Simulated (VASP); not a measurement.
A run of VASP 6.6.1 is set up as follows.

The input INCAR:

```
PREC     = Accurate       # precision mode
ENCUT    = 520            # plane-wave cutoff, eV
EDIFF    = 1E-6           # SCF threshold, eV
ISMEAR   = 0              # smearing method
SIGMA    = 0.15           # smearing width, eV
LREAL    = F              # projectors in reciprocal space
LASPH    = T              # aspherical terms in the spheres
NELM     = 80             # most SCF steps
ALGO     = Normal         # electronic algorithm
ISIF     = 2              # what is computed and relaxed
LWAVE    = F              # write WAVECAR
LCHARG   = F              # write CHGCAR
GGA      = PE             # functional
NBANDS   = 16             # bands
```

The input KPOINTS:

```
regular mesh
0
Gamma
  16 16 16
```

Contents of POSCAR:

```
HgTe
1.0
    0.0000000000      3.1585581823      3.4910379909
    3.1585581823      0.0000000000      3.4910379909
    3.1585581823      3.1585581823      0.0000000000
Hg Te
1 1
Direct
    0.0000000000      0.0000000000      0.0000000000
    0.7500000000      0.7500000000      0.7500000000
```

Potentials or basis: VASP PAW PBE potentials, release 64 (Hg, Te).

Launch:

```sh
$ cat potpaw_PBE.64/Hg/POTCAR potpaw_PBE.64/Te/POTCAR > POTCAR
$ mpirun -np 1 vasp_std > vasp.out
```

Task: Predict the pressure.

Result: 2.1 GPa.

Task: Predict the band gap on the k mesh.

Result: Zero (filled and empty bands touch).

Stress tensor (GPa, compression positive):
```
2.60 0.00 0.00
0.00 2.60 0.00
0.00 0.00 0.95
```

Caveat: the cell differs from its parent crystal (strain -0.050 along x and y, +0.050 along z); spin-orbit coupling is left out, which moves the levels of the heavy elements.
